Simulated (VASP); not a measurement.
A run of VASP 6.6.1 is set up as follows.

Contents of INCAR:

```
SYSTEM = LiH
ALGO     = Normal         ! electronic algorithm
EDIFF    = 1E-7           ! SCF threshold, eV
ENCUT    = 520            ! plane-wave cutoff, eV
GGA      = PE             ! functional
ISIF     = 2              ! what is computed and relaxed
ISMEAR   = -1             ! smearing method
LASPH    = .True.         ! aspherical terms in the spheres
LCHARG   = .False.        ! write CHGCAR
LREAL    = .False.        ! projectors in reciprocal space
LWAVE    = .False.        ! write WAVECAR
NBANDS   = 9              ! bands
NELM     = 60             ! most SCF steps
PREC     = Accurate       ! precision mode
SIGMA    = 0.03           ! smearing width, eV
```

KPOINTS

```
k-points
0
Gamma
  11 11 11
  0 0 0
```

File POSCAR:

```
LiH
1.0
    0.0000000000      2.0325000000      2.0325000000
    2.0325000000      0.0000000000      2.0325000000
    2.0325000000      2.0325000000      0.0000000000
Li H
1 1
Direct
    0.0000000000      0.0000000000      0.0000000000
    0.4704797048      0.5295202952      0.5295202952
```

Potentials or basis: VASP PAW PBE potentials, release 64 (Li_sv, H).

Run with:

```sh
$ cat potpaw_PBE.64/Li_sv/POTCAR potpaw_PBE.64/H/POTCAR > POTCAR
$ mpirun -np 1 vasp_std > vasp.out
```

Predict the largest force.

0.127 eV/Å.

Estimate the band gap on the k mesh.

3.20 eV.

Forces on the atoms (eV/Å):
```
Li   0.127  0.000  0.000
H   -0.127  0.000  0.000
```

Caveat: the cell differs from its parent crystal (atom 2 (H) moved by [0.12, 0.0, 0.0] A); an odd mesh through Γ misses points on the zone boundary, where band edges can lie.
